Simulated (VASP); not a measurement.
Wanted: the native input for a VASP 6.6.1 run.

| Quantity | Value |
| --- | --- |
| Task | single point |
| Functional | PBE |
| Potentials or basis | VASP PAW PBE potentials, release 64 (Hf_pv, B) |
| Cutoff | 520 eV |
| k mesh | 10 × 10 × 8 |
| Occupations | fermi-dirac, width 0.05 eV |
| Spin | no spin polarisation |
| Hubbard terms | Hf d U = 2.0 eV |
| Dipole correction | no |
| Further INCAR settings | ALGO = Normal; EDIFF = 1e-06; NBANDS = 15 |

The structure of HfB2 lies in POSCAR:

```
HfB2
1.0
    3.1467780809      0.0000000000      0.0000000000
   -1.5733890405      2.7251897581      0.0000000000
    0.0000000000      0.0000000000      3.5136720904
Hf B
1 2
Direct
    0.0000000000      0.0000000000      0.0000000000
    0.6666666667      0.3333333333      0.5000000000
    0.3333333333      0.6666666667      0.5000000000
```

These files were run (other wordings do the same):

INCAR

```
ALGO = Normal ; EDIFF = 1E-6
ENCUT = 520 ; GGA = PE
ISIF = 2 ; ISMEAR = -1
LASPH = True ; LCHARG = False
LDAU = True ; LDAUJ = 0 0
LDAUL = 2 -1 ; LDAUPRINT = 1
LDAUTYPE = 2 ; LDAUU = 2 0
LMAXMIX = 4 ; LREAL = False
LWAVE = False ; NBANDS = 15
NELM = 150 ; PREC = Accurate
SIGMA = 0.05
```

KPOINTS

```
k-points
0
Gamma
  10 10 8
```

Potentials or basis: VASP PAW PBE potentials, release 64 (Hf_pv, B).

Command:

```sh
$ cat potpaw_PBE.64/Hf_pv/POTCAR potpaw_PBE.64/B/POTCAR > POTCAR
$ mpirun -np 1 vasp_std > vasp.out
```

Results of the run:

| Item | Value |
| --- | --- |
| Pressure | 3.2 GPa |
| Band gap on the k mesh | zero (band 8 reaches 8.53 eV, above the bottom of band 9 at 7.59 eV) |

Caveat: spin-orbit coupling is left out, which moves the levels of the heavy elements; U without spin polarisation on a metal has little footing; the U is typed as a test and isn't derived for this compound.

It took 38 s on 1 thread of Intel Xeon 8259CL (shared host), peak memory 0.17 GiB.
